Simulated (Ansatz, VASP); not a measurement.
**AlPd4 in VASP and in Ansatz**

```
Al Pd
1.0
    -2.82013    2.82013    2.82013
     2.82013   -2.82013    2.82013
     2.82013    2.82013   -2.82013
Al Pd
1 4
Direct
  0.00000 0.00000 0.00000
  0.00000 0.00000 0.50000
  0.00000 0.50000 0.00000
  0.50000 0.00000 0.00000
  0.50000 0.50000 0.50000
```

Change from the starting cell: species swapped into the MnGa4 type (Im-3m, No. 229).

Alike in both runs: functional PBE; k mesh 6 × 6 × 6; occupations gaussian, width 0.1 eV; no spin polarisation.

Ansatz relaxed the structure, and its values are those at the end. VASP's run is a single point on that final structure, the one shown.

```csv
,VASP,Ansatz
version,VASP 6.6.1,Ansatz 0.2.0
potentials or method,"VASP PAW PBE potentials, release 64 (Al, Pd), cutoff 520 eV","scalar-relativistic, plane waves, PAW"
valence electrons in the cell,43,75
```

```tsv
	VASP	Ansatz	Ansatz less VASP
gap on the k mesh at the Fermi level (eV)	none	none	-
pressure (GPa)	0.4	0.3	-0.11
```

A gap of «none» marks a metal or a gap that the smearing closes. VASP's potentials hold 43 valence electrons a cell and Ansatz's 75, so a difference there can come from the potentials and not from the codes.
